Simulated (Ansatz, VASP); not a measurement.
# Two plane-wave programs on GaAs

```
Ga As
1.0
     0.00000    2.83264    2.83264
     2.83264    0.00000    2.83264
     2.83264    2.83264    0.00000
Ga As
1 1
Direct
  0.00000 0.00000 0.00000
  0.25000 0.25000 0.25000
```

Alike in both runs: task single point; functional r2SCAN; k mesh 8 × 8 × 8; occupations fermi-dirac, width 0.02 eV; no spin polarisation.

|  | VASP | Ansatz |
| --- | --- | --- |
| version | VASP 6.6.1 | Ansatz 0.2.0 |
| potentials or method | VASP PAW PBE potentials, release 64 (Ga_d, As), cutoff 520 eV | PAW plane waves |
| valence electrons in the cell | 18 | 28 |

Ansatz gave:

```
gap on the k mesh at the Fermi level (eV) : 0.97
pressure (GPa)                            : 0.0
```

What did VASP give for the same quantities?

gap on the k mesh at the Fermi level (eV): 0.95; pressure (GPa): 0.2.

VASP's potentials were made for PBE, not for r2SCAN. VASP's potentials hold 18 valence electrons a cell and Ansatz's 28, so a difference there can come from the potentials and not from the codes.
